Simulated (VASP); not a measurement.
A run of VASP 6.6.1 is set up as follows.

The input INCAR:

```
PREC = Accurate
ENCUT = 520
EDIFF = 1E-6
ISMEAR = 0
SIGMA = 0.1
LREAL = F
LASPH = T
NELM = 80
ALGO = Normal
ISIF = 2
LWAVE = F
LCHARG = T
GGA = PE
IVDW = 12
LELF = T
LVHAR = T
NBANDS = 12
```

KPOINTS

```
regular mesh
0
Gamma
  15 15 15
```

The input POSCAR:

```
As
1.0
    1.8715198629      1.0805224966      3.2369231005
   -1.8715198629      1.0805224966      3.2369231005
    0.0000000000     -2.1610449933      3.2369231005
As
2
Direct
    0.7668407981      0.7668407981      0.7668407981
    0.2331592019      0.2331592019      0.2331592019
```

Potentials or basis: VASP PAW PBE potentials, release 64 (As).

Launch:

```bash
$ cat potpaw_PBE.64/As/POTCAR > POTCAR
$ mpirun -np 1 vasp_std > vasp.out
```

**Question.** Predict the band gap on the k mesh.

**Answer.** Zero (bands 5 and 6 overlap by 0.25 eV).

**Question.** Predict the largest force.

**Answer.** 0.056 eV/Å.

**Question.** What does it give for the pressure?

**Answer.** 4.1 GPa.

Forces in eV/Å, atoms in the order of the input:
```
As   0.000  0.000 -0.056
As   0.000  0.000  0.056
```

Caveat: the cell stands under pressure.
